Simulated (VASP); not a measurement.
A run of VASP 6.6.1:

INCAR

```
SYSTEM = C
PREC = Accurate
ENCUT = 520
EDIFF = 1E-6
ISMEAR = 0
SIGMA = 0.05
LREAL = .FALSE.
LASPH = .TRUE.
NELM = 80
ALGO = Normal
ISIF = 2
LWAVE = .FALSE.
LCHARG = .FALSE.
GGA = CA
NBANDS = 26
```

Contents of KPOINTS:

```
regular mesh
0
G
  12 12 4
  0 0 0
```

POSCAR

```
C
1.0
    2.5186290723      0.0000000000      0.0000000000
   -1.2593145361      2.1811967593      0.0000000000
    0.0000000000      0.0000000000      8.0228736867
C
8
Direct
    0.0000000000      0.0000000000      0.0900147857
    0.0000000000      0.0000000000      0.5900147857
    0.0000000000      0.0000000000      0.4099852143
    0.0000000000      0.0000000000      0.9099852143
    0.3333333333      0.6666666667      0.1578160184
    0.6666666667      0.3333333333      0.6578160184
    0.3333333333      0.6666666667      0.3421839816
    0.6666666667      0.3333333333      0.8421839816
```

Potentials or basis: VASP PAW LDA potentials, release 64 (C).

The run is started by

```sh
$ cat potpaw_LDA.64/C/POTCAR > POTCAR
$ mpirun -np 1 vasp_std > vasp.out
```

Hardware: 1 thread of Intel(R) Xeon(R) Platinum 8488C (Sapphire Rapids), on a shared host.

Task: How long does it take, and how much memory?

Result: It took 41 s on 1 thread of Intel(R) Xeon(R) Platinum 8488C (Sapphire Rapids), with other jobs on the host, peak memory 0.16 GiB. Counts: scf iterations 11, k points 57.
